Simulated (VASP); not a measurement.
A run of VASP 6.6.1:

File INCAR:

```
PREC     = Accurate       # precision mode
ENCUT    = 600            # plane-wave cutoff, eV
EDIFF    = 1E-6           # SCF threshold, eV
ISMEAR   = 0              # smearing method
SIGMA    = 0.1            # smearing width, eV
LREAL    = F              # projectors in reciprocal space
LASPH    = T              # aspherical terms in the spheres
NELM     = 60             # most SCF steps
ALGO     = Normal         # electronic algorithm
ISIF     = 3              # what is computed and relaxed
LWAVE    = F              # write WAVECAR
LCHARG   = F              # write CHGCAR
GGA      = PE             # functional
IBRION   = 2              # ionic algorithm
NSW      = 100            # ionic steps
EDIFFG   = -0.01          # ionic threshold
```

Contents of KPOINTS:

```
Automatic mesh
0
Gamma
  14 14 4
```

POSCAR

```
AlB2P3
1.0
    2.8296705737      0.0000000000      0.0000000000
    0.0000000000      2.8296705737      0.0000000000
    0.0000000000      0.0000000000     11.1462165881
Al B P
1 2 3
Direct
    0.5000000000      0.5000000000      0.1602381102
    0.0000000000      0.0000000000      0.0344479179
    0.5000000000      0.5000000000      0.3530536011
    0.0000000000      0.0000000000      0.6015809337
    0.0000000000      0.0000000000      0.4036505699
    0.5000000000      0.5000000000      0.9470288772
```

Potentials or basis: VASP PAW PBE potentials, release 64 (Al, B, P).

Run with:

```console
$ cat potpaw_PBE.64/Al/POTCAR potpaw_PBE.64/B/POTCAR potpaw_PBE.64/P/POTCAR > POTCAR
$ mpirun -np 1 vasp_std > vasp.out
```

Hardware: 1 thread of Intel(R) Xeon(R) 6975P-C (Granite Rapids), on a shared host.

Estimate the wall time of this run.

It took 5.3 min on 1 thread of Intel(R) Xeon(R) 6975P-C (Granite Rapids) (shared host), peak memory 0.35 GiB. Counts: scf iterations 63, k points 108, ion steps 9.
